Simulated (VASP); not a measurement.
Input of a VASP 6.6.1 run:

Contents of INCAR:

```
ALGO = Fast
EDIFF = 1E-6
ENCUT = 520
GGA = PE
ISIF = 2
ISMEAR = 0
LASPH = True
LCHARG = False
LREAL = False
LWAVE = False
NBANDS = 30
NELM = 60
PREC = Accurate
SIGMA = 0.1
```

KPOINTS

```
k-points
0
Gamma
  14 14 14
```

File POSCAR:

```
HfSc3
1.0
   -2.2836883095      2.2836883095      4.5302337394
    2.2836883095     -2.2836883095      4.5302337394
    2.2836883095      2.2836883095     -4.5302337394
Hf Sc
1 3
Direct
    0.0000000000      0.0000000000      0.0000000000
    0.5000000000      0.5000000000      0.0000000000
    0.2500000000      0.7500000000      0.5000000000
    0.7500000000      0.2500000000      0.5000000000
```

Potentials or basis: VASP PAW PBE potentials, release 64 (Hf_pv, Sc_sv).

Run with:

```console
$ cat potpaw_PBE.64/Hf_pv/POTCAR potpaw_PBE.64/Sc_sv/POTCAR > POTCAR
$ mpirun -np 1 vasp_std > vasp.out
```

Problem. Predict the band gap on the k mesh.

Solution. Zero (an odd number of electrons rules out a gap without spin polarisation).

Problem. Estimate the pressure.

Solution. 0.0 GPa.

Caveat: spin-orbit coupling is left out, which moves the levels of the heavy elements.
